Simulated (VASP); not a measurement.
Crystal: Au.

```xyz
1
Lattice="0.0000 2.0496 2.0496 2.0496 0.0000 2.0496 2.0496 2.0496 0.0000" Properties=species:S:1:pos:R:3 pbc="T T T"
Au    0.0000    0.0000    0.0000
```

Base run:

- Program: VASP 6.6.1
- Functional: r2SCAN
- Dispersion: rVV10
- Potentials or basis: VASP PAW PBE potentials, release 64 (Au_sv_GW)
- Cutoff: 550 eV
- k mesh: 11 × 11 × 11
- Occupations: fermi-dirac, width 0.05 eV
- Spin: no spin polarisation

Its results: pressure 0.0 GPa.

Q: The run is repeated on the same cell with these changes: potentials or basis from VASP PAW PBE potentials, release 64 (Au_sv_GW) to VASP PAW PBE potentials, release 64 (Au); cutoff from 550 eV to 520 eV; further incar settings from ALGO = Normal; EDIFF = 1e-06; NBANDS = 16 to ALGO = Normal; EDIFF = 1e-06; NBANDS = 12; valence electrons from 19 to 11. What comes out?

A: Pressure 1.3 GPa.

Caveats: the PAW data sets were made with another functional, which shifts forces and pressure a little.
